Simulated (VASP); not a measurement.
HfN, 2 atoms in the cell. It takes space group I4/mmm (No. 139, tetragonal). The conventional cell has a = 3.362 Å, b = 3.362 Å, c = 4.518 Å, α = 90.00°, β = 90.00°, γ = 90.00°. Hf (site symmetry 4/mmm) has 6 N at 2.26 to 2.38 Å within 3.0 Å. Within 3.0 Å of N (site symmetry 4/mmm) lie 6 Hf at 2.26 to 2.38 Å.  This cell differs from its parent crystal: strain +0.0525 x Voigt [1, 1, 0, 0, 0, 0].

| Property | Result |
| --- | --- |
| Program | VASP 6.6.1 |
| Task | single point |
| Functional | PBE |
| Potentials or basis | VASP PAW PBE potentials, release 64 (Hf_pv, N) |
| Cutoff | 520 eV |
| k mesh | 18 × 18 × 18 |
| Occupations | gaussian, width 0.15 eV |
| Spin | no spin polarisation |
| Dipole correction | no |
| Further INCAR settings | ALGO = Normal; EDIFF = 1e-06; NBANDS = 14 |

Potentials or basis: VASP PAW PBE potentials, release 64 (Hf_pv, N).

Command:

```sh
$ cat potpaw_PBE.64/Hf_pv/POTCAR potpaw_PBE.64/N/POTCAR > POTCAR
$ mpirun -np 1 vasp_std > vasp.out
```

Hardware: 1 thread of Intel Xeon 8259CL, on a shared host.

Estimate the wall time of this run.

It took 3.3 min on 1 thread of Intel Xeon 8259CL (shared host), peak memory 0.3 GiB. Counts: scf iterations 12, k points 480.
